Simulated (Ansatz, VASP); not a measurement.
## Nb4N: VASP beside Ansatz

File INCAR:

```
SYSTEM = Nb4N
ALGO     = Normal         ! electronic algorithm
DIPOL    = 0.5 0.5 0.340
EDIFF    = 1E-6           ! SCF threshold, eV
ENCUT    = 520            ! plane-wave cutoff, eV
GGA      = PE             ! functional
IDIPOL   = 3            
ISIF     = 2              ! what is computed and relaxed
ISMEAR   = 0              ! smearing method
ISPIN    = 2              ! spin polarisation
LASPH    = .TRUE.         ! aspherical terms in the spheres
LCHARG   = .TRUE.         ! write CHGCAR
LDIPOL   = .TRUE.       
LELF     = .TRUE.         ! ELF
LMAXMIX  = 4              ! l up to which the mixer works
LORBIT   = 11             ! projections on sites
LREAL    = .FALSE.        ! projectors in reciprocal space
LVACPOTAV= .TRUE.       
LVHAR    = .TRUE.       
LWAVE    = .FALSE.        ! write WAVECAR
MAGMOM   = 0 0 0 0 3      ! initial moments
NBANDS   = 40             ! bands
NELM     = 150            ! most SCF steps
PREC     = Accurate       ! precision mode
SIGMA    = 0.1            ! smearing width, eV
```

Contents of KPOINTS:

```
k-points
0
G
  8 8 1
  0 0 0
```

POSCAR

```
Nb4N
1.0
    3.3111160015      0.0000000000      0.0000000000
    0.0000000000      3.3111160015      0.0000000000
    0.0000000000      0.0000000000     21.7993006655
Nb N
4 1
Direct
    0.5000000000      0.5000000000      0.1834921249
    0.0000000000      0.0000000000      0.2594375887
    0.5000000000      0.5000000000      0.3336918596
    0.0000000000      0.0000000000      0.4036505941
    0.1250000000      0.1250000000      0.5187919025
```

Input for Ansatz:

```yaml
crystal:
  lattice:
    - [3.3111160015, 0.0, 0.0]
    - [0.0, 3.3111160015, 0.0]
    - [0.0, 0.0, 21.7993006655]
  atoms:
    - { symbol: Nb, position: [0.5, 0.5, 0.1834921249] }
    - { symbol: Nb, position: [0.0, 0.0, 0.2594375887] }
    - { symbol: Nb, position: [0.5, 0.5, 0.3336918596] }
    - { symbol: Nb, position: [0.0, 0.0, 0.4036505941] }
    - { symbol: "N", position: [0.125, 0.125, 0.5187919025], spin: 3.0 }
basis:
  ecutwfc: 420
kpoints:
  mp_grid: { grid: [8, 8, 1] }
hamiltonian:
  xc: pbe
scf:
  occupations: { method: gaussian, width: 0.1 }
output:
  forces: true
  eigenvalues: true
  populations: true
magnetization:
  spin_polarized: true
efield:
  axis: 3
  dipole_correction: true
  ramp_width: 0.04
```

Alike in both runs: task single point; functional PBE; k mesh 8 × 8 × 1; occupations gaussian, width 0.1 eV; collinear spin.

|  | VASP | Ansatz |
| --- | --- | --- |
| version | VASP 6.6.1 | Ansatz 0.2.0 |
| potentials or method | VASP PAW PBE potentials, release 64 (Nb_sv, N), cutoff 520 eV | scalar-relativistic, plane waves, PAW |
| valence electrons in the cell | 57 | 57 |

|  | VASP | Ansatz | Ansatz less VASP |
| --- | --- | --- | --- |
| gap on the k mesh at the Fermi level (eV) | none | none | - |
| rms of the force components (eV/Å) | 0.917 | 0.919 | +0.0017 |
| net moment per atom (μB) | 0.30 | 0.29 | -0.003 |
| size of the moment on the site where the two differ most (μB) | 1.51 | 2.00 | +0.491 |
| work function, face that differs most (eV) | 6.87 | 6.86 | -0.006 |

Site moments also hang on the region over which each program counts them. Atom by atom the forces differ by 0.005 eV/Å (rms over components). A gap of «none» marks a metal or a gap that the smearing closes. Ansatz's warnings: stability check not made.
